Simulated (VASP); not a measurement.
# SiC (P6_3mc) in VASP: further runs, part 2 of 2

VASP 6.6.1. The steps go on from the part before.

## 4. Single point, PBE

This run uses another cell than the first one, of 10.55 Å³/atom, 1.057 times its volume.

INCAR reads:

```
PREC = Accurate ; ENCUT = 520
EDIFF = 1E-7 ; ISMEAR = 0
SIGMA = 0.02 ; LREAL = False
LASPH = True ; NELM = 100
ALGO = Normal ; ISIF = 2
LWAVE = False ; LCHARG = False
GGA = PE ; NBANDS = 16
```

KPOINTS reads:

```
Automatic mesh
0
Gamma
  12 12 6
```

POSCAR reads:

```
SiC
1.0
    3.0969128309      0.0000000000      0.0000000000
   -1.5484564155      2.6820051849      0.0000000000
    0.0000000000      0.0000000000      5.0822749596
Si C
2 2
Direct
    0.3333333333      0.6666666667      0.4995765517
    0.6666666667      0.3333333333      0.9995765517
    0.3333333333      0.6666666667      0.8754234483
    0.6666666667      0.3333333333      0.3754234483
```

Potentials or basis: VASP PAW PBE potentials, release 64 (Si, C).

Run with:

```sh
$ cat potpaw_PBE.64/Si/POTCAR potpaw_PBE.64/C/POTCAR > POTCAR
$ mpirun -np 1 vasp_std > vasp.out
```

OUTCAR:

```text
PREC = Accurate
   ENCUT = 520
   EDIFF = 1E-7
   ISMEAR = 0
   LREAL = False
   LASPH = True
   NELM = 100
   ISIF = 2
   GGA = PE

 ion  position               nearest neighbor table
   1  0.333  0.667  0.500-   4 1.90   4 1.90   4 1.90   3 1.91   2 3.11   2 3.11   2 3.11   2 3.11
                             2 3.11   2 3.11
   2  0.667  0.333  1.000-   3 1.90   3 1.90   3 1.90   4 1.91   1 3.11   1 3.11   1 3.11   1 3.11
                             1 3.11   1 3.11
   3  0.333  0.667  0.875-   2 1.90   2 1.90   2 1.90   1 1.91
   4  0.667  0.333  0.375-   1 1.90   1 1.90   1 1.90   2 1.91

  LATTYP: Found a hexagonal cell.
 ALAT       =     3.0969128309
 C/A-ratio  =     1.6410778208

  Lattice vectors:

 A1 = (   3.0969128309,   0.0000000000,   0.0000000000)
 A2 = (  -1.5484564155,   2.6820051849,   0.0000000000)
 A3 = (   0.0000000000,   0.0000000000,   5.0822749596)

Analysis of symmetry for initial positions (statically):
=====================================================================
 Subroutine PRICEL returns:
 Original cell was already a primitive cell.

 Routine SETGRP: Setting up the symmetry group for a
 hexagonal supercell.

 Subroutine GETGRP returns: Found 12 space group operations
 (whereof  6 operations were pure point group operations)
 out of a pool of 24 trial point group operations.

The static configuration has the point symmetry C_3v.
 The point group associated with its full space group is C_6v.

Analysis of symmetry for dynamics (positions and initial velocities):
=====================================================================
 Subroutine PRICEL returns:
 Original cell was already a primitive cell.

 Routine SETGRP: Setting up the symmetry group for a
 hexagonal supercell.

 Subroutine GETGRP returns: Found 12 space group operations
 (whereof  6 operations were pure point group operations)
 out of a pool of 24 trial point group operations.

The dynamic configuration has the point symmetry C_3v.
 The point group associated with its full space group is C_6v.

 Subroutine INISYM returns: Found 12 space group operations
 (whereof  6 operations are pure point group operations),
 and found     1 'primitive' translations

----------------------------------------------------------------------------------------

                                     Primitive cell

  volume of cell :      42.2131

  direct lattice vectors                    reciprocal lattice vectors
     3.096912831  0.000000000  0.000000000     0.322902211  0.186427678  0.000000000
    -1.548456416  2.682005185  0.000000000     0.000000000  0.372855357  0.000000000
     0.000000000  0.000000000  5.082274960     0.000000000  0.000000000  0.196762278

  length of vectors
     3.096912831  3.096912831  5.082274960     0.372855357  0.372855357  0.196762278

  position of ions in fractional coordinates (direct lattice)
     0.333333333  0.666666667  0.499576552
     0.666666667  0.333333333  0.999576552
     0.333333333  0.666666667  0.875423448
     0.666666667  0.333333333  0.375423448

  ion indices of the primitive-cell ions
   primitive index   ion index
                 1           1
                 2           2
                 3           3
                 4           4

----------------------------------------------------------------------------------------

 KPOINTS: Automatic mesh

Automatic generation of k-mesh.
 Grid dimensions read from file:
 generate k-points for:   12   12    6

 Generating k-lattice:

  Cartesian coordinates                     Fractional coordinates (reciprocal lattice)
     0.026908518  0.015535640  0.000000000     0.083333333  0.000000000  0.000000000
     0.000000000  0.031071280  0.000000000     0.000000000  0.083333333  0.000000000
     0.000000000  0.000000000  0.032793713     0.000000000  0.000000000  0.166666667

  Length of vectors
     0.031071280  0.031071280  0.032793713

  Shift w.r.t. Gamma in fractional coordinates (k-lattice)
     0.000000000  0.000000000  0.000000000

 Subroutine IBZKPT returns following result:
 ===========================================

 Found     76 irreducible k-points:

 Following reciprocal coordinates:
            Coordinates               Weight
  0.000000  0.000000  0.000000      1.000000
  0.083333  0.000000  0.000000      6.000000
  0.166667  0.000000  0.000000      6.000000
  0.250000  0.000000  0.000000      6.000000
  0.333333  0.000000  0.000000      6.000000
  0.416667  0.000000  0.000000      6.000000
[... 16 lines left out ...]
  0.250000  0.000000  0.166667     12.000000
  0.333333  0.000000  0.166667     12.000000
 [... further k-points ...]
   k-points           NKPTS =     76   k-points in BZ     NKDIM =     76   number of bands    NBANDS=     16
   number of dos      NEDOS =    301   number of ions     NIONS =      4
   total plane-waves  NPLWV =  23040
   dimension x,y,z NGX =    24 NGY =   24 NGZ =   40
   dimension x,y,z NGXF=    48 NGYF=   48 NGZF=   80
   ions per type =               2   2
   NGX,Y,Z   is equivalent  to a cutoff of  12.88, 12.88, 13.08 a.u.
   NGXF,Y,Z  is equivalent  to a cutoff of  25.77, 25.77, 26.17 a.u.
 SYSTEM =  unknown system
   PREC   = accura    normal or accurate (medium, high low for compatibility)
   ISTART =      0    job   : 0-new  1-cont  2-samecut
   ICHARG =      2    charge: 1-file 2-atom 10-const
   ISPIN  =      1    spin polarized calculation?
   LNONCOLLINEAR =      F non collinear calculations
   LSORBIT =      F    spin-orbit coupling
   LASPH  =      T    aspherical Exc in radial PAW
   ENCUT  =  520.0 eV  38.22 Ry    6.18 a.u.   5.76  5.76  9.45*2*pi/ulx,y,z
   NELM   =    100;   NELMIN=  2; NELMDL= -5     # of ELM steps
   EDIFF  = 0.1E-06   stopping-criterion for ELM
   LREAL  =      F    real-space projection
   EDIFFG = 0.1E-05   stopping-criterion for IOM
   NSW    =      0    number of steps for IOM
   IBRION =     -1    ionic relax: 0-MD 1-quasi-New 2-CG
   NFREE  =      0    steps in history (QN), initial steepest desc. (CG)
   ISIF   =      2    stress and relaxation
   ISYM   =      2    0-nonsym 1-usesym 2-fastsym
   POTIM  = 0.5000    time-step for ionic-motion
   TEBEG  =    0.0;   TEEND  =   0.0 temperature during run
   PSTRESS=    0.0 pullay stress
   NELECT =      16.0000    total number of electrons
   NUPDOWN=      -1.0000    fix difference up-down
   EMIN   =  10.00;   EMAX   =-10.00  energy-range for DOS
   EFERMI =   0.00;   METHOD = LEGACY
   ISMEAR =     0;   SIGMA  =   0.02  broadening in eV -4-tet -1-fermi 0-gaus
   EFERMI_NEDOS =   21; number of points for ismear=-14 and -15
   IALGO  =     38    algorithm
   IMIX   =      4    mixing-type and parameters
     AMIX     =   0.40;   BMIX     =  1.00
     AMIX_MAG =   1.60;   BMIX_MAG =  1.00
  volume/ion in A,a.u.               =      10.55        71.22
  Fermi-wavevector in a.u.,A,eV,Ry     =   1.184766  2.238883 19.098096  1.403670
  Thomas-Fermi vector in A             =   2.320974
   LORBIT       =      0    0 simple, 1 ext, 2 COOP (PROOUT), +10 PAW based schemes
   GGA     = PE    functional components
   LHFCALC =     F    Hartree Fock is set to
   AEXX    =    0.0000 exact exchange contribution
   IVDW    =     0    specifies the selected vdW correction
   LEPSILON=     F    determine dielectric tensor
   LRPA    =     F    only Hartree local field effects (RPA)
 non-spin polarized calculation
 Gauss-broadening in eV      SIGMA  =   0.02
  energy-cutoff  :      520.00
  volume of cell :       42.21
 maximum number of plane-waves:      1170
 NGX is ok and might be reduce to    24
   NGX = 11   NGY = 11   NGZ = 19

 number of electron      16.0000000 magnetization

 Free energy of the ion-electron system (eV)
  ---------------------------------------------------
  ext. energy  EPLUGINS =         0.00000000
  ---------------------------------------------------
  free energy    TOTEN  =       -30.10962627 eV

  energy without entropy =      -30.10962627  energy(sigma->0) =      -30.10962627

 E-fermi :   8.1926     XC(G=0): -11.2618

 val. band max:        8.0300171442   @ k =   0.0000   0.0000   0.0000
 cond. band min:      10.3423370310   @ k =   0.3333   0.3333   0.0000
 fundamental gap:      2.3123198868
 Fermi energy:         8.1925871231

 k-point     1 :       0.0000    0.0000    0.0000
  band No.  band energies     occupation
      1      -7.3772      2.00000
      2      -3.8856      2.00000
      3      -0.5508      2.00000
      4       6.7229      2.00000
      5       6.7229      2.00000
      6       7.9208      2.00000
[... 433 lines left out ...]
      3       0.7608      2.00000
      4       2.4743      2.00000
      5       3.2831      2.00000
      6       5.2165      2.00000
[... 8 lines left out ...]
     15      19.1422      0.00000
     16      19.9179      0.00000

 [... further k-points ...]
[... 5 lines left out ...]
  --------------------------------------------------------------------------------------
  -------------------------------------------------------------------------------------
  Total       -0.2827135     -0.2827135     -0.2693204      0.0000000      0.0000000     -0.0000000
  in kB      -10.7302631    -10.7302631    -10.2219336      0.0000000      0.0000000     -0.0000000
  external PRESSURE =     -10.5608199 kB  Pullay stress =       0.0000000 kB

 VOLUME and BASIS-vectors are now :
 -----------------------------------------------------------------------------
  energy-cutoff  :      520.00
  volume of cell :       42.21
      direct lattice vectors                 reciprocal lattice vectors
     3.096912831  0.000000000  0.000000000     0.322902211  0.186427678  0.000000000
    -1.548456416  2.682005185  0.000000000     0.000000000  0.372855357  0.000000000
     0.000000000  0.000000000  5.082274960     0.000000000  0.000000000  0.196762278

 POSITION                                       TOTAL-FORCE (eV/Angst)
 -----------------------------------------------------------------------------------
     -0.00000      1.78800      2.53899        -0.000000     -0.000000     -0.000039
      1.54846      0.89400      5.08012         0.000000     -0.000000     -0.000039
     -0.00000      1.78800      4.44914        -0.000000      0.000000      0.000039
      1.54846      0.89400      1.90801         0.000000     -0.000000      0.000039
 -----------------------------------------------------------------------------------
    total drift:                               -0.000000     -0.000000      0.000516

  FREE ENERGIE OF THE ION-ELECTRON SYSTEM (eV)
  ---------------------------------------------------
  free  energy   TOTEN  =       -30.1096262733 eV

  energy  without entropy=      -30.1096262733  energy(sigma->0) =      -30.10962627
```

Run time: 19 s. Hardware: 1 thread of Intel Xeon 6975P-C (Granite Rapids), shared host; peak memory 0.17 GiB.

What came out:

```
Free energy            : -30.1096 eV
Pressure               : -1.1 GPa
Band gap on the k mesh : 2.31 eV, indirect (least direct gap 3.93 eV)
```

Levels at points of the mesh, in eV from the valence-band top:
```tsv
k point	band 6	band 7	band 8	band 9	band 10	band 11
(0.00, 0.00, 0.00)	-0.11	0.00	0.00	4.63	5.99	6.55
(0.50, 0.00, 0.00)	-3.28	-3.23	-1.19	2.74	4.21	6.72
(0.00, 0.00, 0.50)	-0.71	-0.71	-0.71	5.72	5.72	7.24
(0.50, 0.00, 0.50)	-2.42	-2.31	-2.31	3.24	3.24	5.17
```

## 5. Single point, PBE

This run uses another cell than the first one, of 10.45 Å³/atom, 1.047 times its volume.

INCAR reads:

```
PREC = Accurate
ENCUT = 520
EDIFF = 1E-6
ISMEAR = 0
SIGMA = 0.02
LREAL = False
LASPH = True
NELM = 80
ALGO = Normal
ISIF = 2
LWAVE = False
LCHARG = False
GGA = PE
NBANDS = 16
```

KPOINTS reads:

```
regular mesh
0
Gamma
  12 12 6
```

POSCAR reads:

```
SiC
1.0
    3.0870430976      0.0000000000      0.0000000000
   -1.5435215488      2.6734577451      0.0000000000
    0.0000000000      0.0000000000      5.0664212911
Si C
2 2
Direct
    0.3333333333      0.6666666667      0.4995860237
    0.6666666667      0.3333333333      0.9995860237
    0.3333333333      0.6666666667      0.8754139763
    0.6666666667      0.3333333333      0.3754139763
```

Potentials or basis: VASP PAW PBE potentials, release 64 (Si, C).

Run with:

```sh
$ cat potpaw_PBE.64/Si/POTCAR potpaw_PBE.64/C/POTCAR > POTCAR
$ mpirun -np 1 vasp_std > vasp.out
```

OUTCAR:

```text
PREC = Accurate
   ENCUT = 520
   EDIFF = 1E-6
   ISMEAR = 0
   LREAL = False
   LASPH = True
   NELM = 80
   ISIF = 2
   GGA = PE

 ion  position               nearest neighbor table
   1  0.333  0.667  0.500-   4 1.89   4 1.89   4 1.89   3 1.90   2 3.10   2 3.10   2 3.10   2 3.10
                             2 3.10   2 3.10
   2  0.667  0.333  1.000-   3 1.89   3 1.89   3 1.89   4 1.90   1 3.10   1 3.10   1 3.10   1 3.10
                             1 3.10   1 3.10
   3  0.333  0.667  0.875-   2 1.89   2 1.89   2 1.89   1 1.90
   4  0.667  0.333  0.375-   1 1.89   1 1.89   1 1.89   2 1.90

  LATTYP: Found a hexagonal cell.
 ALAT       =     3.0870430976
 C/A-ratio  =     1.6411890378

  Lattice vectors:

 A1 = (   3.0870430976,   0.0000000000,   0.0000000000)
 A2 = (  -1.5435215488,   2.6734577451,   0.0000000000)
 A3 = (   0.0000000000,   0.0000000000,   5.0664212911)

Analysis of symmetry for initial positions (statically):
=====================================================================
 Subroutine PRICEL returns:
 Original cell was already a primitive cell.

 Routine SETGRP: Setting up the symmetry group for a
 hexagonal supercell.

[... 169 lines left out ...]
  free energy    TOTEN  =       -30.10963865 eV

  energy without entropy =      -30.10963865  energy(sigma->0) =      -30.10963865

 E-fermi :   8.2176     XC(G=0): -11.3032

 val. band max:        8.1372495421   @ k =   0.0000   0.0000   0.0000
 cond. band min:      10.4318342148   @ k =   0.3333   0.3333   0.0000
 fundamental gap:      2.2945846727
 Fermi energy:         8.2176113800

 k-point     1 :       0.0000    0.0000    0.0000
  band No.  band energies     occupation
      1      -7.3457      2.00000
      2      -3.8194      2.00000
      3      -0.4983      2.00000
      4       6.8258      2.00000
      5       6.8258      2.00000
      6       8.0264      2.00000
[... 433 lines left out ...]
      3       0.8411      2.00000
      4       2.5420      2.00000
      5       3.3758      2.00000
      6       5.3075      2.00000
[... 8 lines left out ...]
     15      19.3405      0.00000
     16      20.1043      0.00000

 [... further k-points ...]
[... 5 lines left out ...]
  --------------------------------------------------------------------------------------
  -------------------------------------------------------------------------------------
  Total        0.2545247      0.2545247      0.2479709      0.0000000      0.0000000      0.0000000
  in kB        9.7526644      9.7526644      9.5015410      0.0000000      0.0000000      0.0000000
  external PRESSURE =       9.6689566 kB  Pullay stress =       0.0000000 kB

 VOLUME and BASIS-vectors are now :
 -----------------------------------------------------------------------------
  energy-cutoff  :      520.00
  volume of cell :       41.81
      direct lattice vectors                 reciprocal lattice vectors
     3.087043098  0.000000000  0.000000000     0.323934577  0.187023715  0.000000000
    -1.543521549  2.673457745  0.000000000     0.000000000  0.374047430  0.000000000
     0.000000000  0.000000000  5.066421291     0.000000000  0.000000000  0.197377980

 POSITION                                       TOTAL-FORCE (eV/Angst)
 -----------------------------------------------------------------------------------
     -0.00000      1.78231      2.53111        -0.000000      0.000000      0.000463
      1.54352      0.89115      5.06432         0.000000      0.000000      0.000463
     -0.00000      1.78231      4.43522         0.000000      0.000000     -0.000463
      1.54352      0.89115      1.90201        -0.000000      0.000000     -0.000463
 -----------------------------------------------------------------------------------
    total drift:                               -0.000000     -0.000000     -0.000145

  FREE ENERGIE OF THE ION-ELECTRON SYSTEM (eV)
  ---------------------------------------------------
  free  energy   TOTEN  =       -30.1096386496 eV

  energy  without entropy=      -30.1096386496  energy(sigma->0) =      -30.10963865
```

OSZICAR:

```text
N       E                     dE             d eps       ncg     rms          rms(c)
DAV:   1     0.255550075318E+02    0.25555E+02   -0.71372E+03  2432   0.894E+02
DAV:   2    -0.311892666876E+02   -0.56744E+02   -0.51355E+02  3408   0.156E+02
DAV:   3    -0.337561068807E+02   -0.25668E+01   -0.25543E+01  3232   0.308E+01
DAV:   4    -0.337752036004E+02   -0.19097E-01   -0.19093E-01  2928   0.324E+00
DAV:   5    -0.337753882698E+02   -0.18467E-03   -0.18467E-03  3240   0.304E-01    0.123E+01
DAV:   6    -0.301904882899E+02    0.35849E+01   -0.64614E+00  3064   0.156E+01    0.554E+00
DAV:   7    -0.301273875529E+02    0.63101E-01   -0.10993E+00  3464   0.609E+00    0.246E+00
DAV:   8    -0.301108904433E+02    0.16497E-01   -0.46618E-02  2768   0.139E+00    0.623E-01
DAV:   9    -0.301092898690E+02    0.16006E-02   -0.76153E-03  3160   0.590E-01    0.124E-01
DAV:  10    -0.301096092653E+02   -0.31940E-03   -0.10404E-03  2920   0.186E-01    0.577E-02
DAV:  11    -0.301096369833E+02   -0.27718E-04   -0.98776E-05  2856   0.705E-02    0.137E-02
DAV:  12    -0.301096380904E+02   -0.11071E-05   -0.68148E-06  3144   0.166E-02    0.412E-03
DAV:  13    -0.301096386496E+02   -0.55923E-06   -0.46875E-07  2112   0.464E-03
   1 F= -.30109639E+02 E0= -.30109639E+02  d E =-.254227E-11
```

Wall time 18 s (1 thread of Intel Xeon 6975P-C (Granite Rapids), shared host); peak memory 0.17 GiB.

Results:

- Free energy: -30.1096 eV
- Pressure: 1.0 GPa
- Band gap on the k mesh: 2.29 eV, indirect (least direct gap 3.95 eV)

Levels at points of the mesh, in eV from the valence-band top:
| k point | band 4 | band 5 | band 6 | band 7 | band 8 | band 9 | band 10 | band 11 | band 12 | band 13 |
| --- | --- | --- | --- | --- | --- | --- | --- | --- | --- | --- |
| (0.00, 0.00, 0.00) | -1.31 | -1.31 | -0.11 | 0.00 | 0.00 | 4.71 | 6.09 | 6.60 | 6.60 | 7.65 |
| (0.50, 0.00, 0.00) | -6.26 | -5.39 | -3.30 | -3.25 | -1.19 | 2.76 | 4.21 | 6.80 | 7.09 | 9.95 |
| (0.00, 0.00, 0.50) | -4.42 | -0.71 | -0.71 | -0.71 | -0.71 | 5.80 | 5.80 | 7.29 | 7.29 | 7.29 |
| (0.50, 0.00, 0.50) | -8.21 | -2.43 | -2.43 | -2.32 | -2.32 | 3.26 | 3.26 | 5.21 | 5.21 | 10.30 |

A k mesh can miss the band edges. As with any semilocal functional, this PBE gap is likely too small.

## 6. Summary

| cell | gap on the mesh (eV) | pressure (GPa) |
| --- | --- | --- |
| a = 3.040, b = 3.040, c = 4.987 Å, angles 90.0, 90.0, 120.0°, 4 atoms | 2.21 | 11.9 |
| a = 3.073, b = 3.073, c = 5.044 Å, angles 90.0, 90.0, 120.0°, 4 atoms | 2.27 | 4.0 |
| a = 3.097, b = 3.097, c = 5.082 Å, angles 90.0, 90.0, 120.0°, 4 atoms | 2.31 | -1.1 |
| a = 3.087, b = 3.087, c = 5.066 Å, angles 90.0, 90.0, 120.0°, 4 atoms | 2.29 | 1.0 |

Alike in all rows: task single point; level PBE; potentials or basis VASP PAW PBE potentials, release 64 (Si, C); no spin polarisation; k mesh 12 × 12 × 6; cutoff (eV) 520; smearing gaussian 0.02 eV.

Total energies depend on the potentials used, so only differences within one code and one set of settings carry meaning.
